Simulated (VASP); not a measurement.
Write the native input for VASP 6.6.1 that does the following.

* Task: single point
* Functional: PBE
* Potentials or basis: VASP PAW PBE potentials, release 64 (Si)
* Cutoff: 520 eV
* k mesh: 8 × 8 × 3
* Occupations: gaussian, width 0.05 eV
* Spin: no spin polarisation
* Dipole correction: no
* Further INCAR settings: ALGO = Normal; EDIFF = 1e-06; NBANDS = 21

The structure of Si lies in POSCAR:

```
Si
1.0
    2.7154700000     -2.7154700000      0.0000000000
    2.7154700000      0.0000000000     -2.7154700000
    5.4309400000      5.4309400000      5.4309400000
Si
6
Direct
    0.6666666667      0.6666666667      0.8333333333
    1.0000000000      0.0000000000      0.5000000000
    0.3333333333      0.3333333333      0.1666666667
    0.6666666667      0.6666666667      0.0833333333
    1.0000000000      1.0000000000      0.7500000000
    0.3333333333      0.3333333333      0.4166666667
```

These files were run (other wordings do the same):

INCAR

```
SYSTEM = Si
ALGO = Normal
EDIFF = 1E-6
ENCUT = 520
GGA = PE
ISIF = 2
ISMEAR = 0
LASPH = .TRUE.
LCHARG = .TRUE.
LELF = .TRUE.
LREAL = .FALSE.
LVHAR = .TRUE.
LWAVE = .FALSE.
NBANDS = 21
NELM = 60
PREC = Accurate
SIGMA = 0.05
```

KPOINTS

```
k-points
0
G
  8 8 3
  0 0 0
```

Potentials or basis: VASP PAW PBE potentials, release 64 (Si).

Launch:

```bash
$ cat potpaw_PBE.64/Si/POTCAR > POTCAR
$ mpirun -np 1 vasp_std > vasp.out
```

Results of the run:

```json
{"Pressure": "1.9 GPa", "Band gap on the k mesh": "0.69 eV"}
```

Run time: 58 s on 1 thread of Intel(R) Xeon(R) Platinum 8375C CPU @ 2.90GHz (Ice Lake) (shared host), peak memory 0.24 GiB.
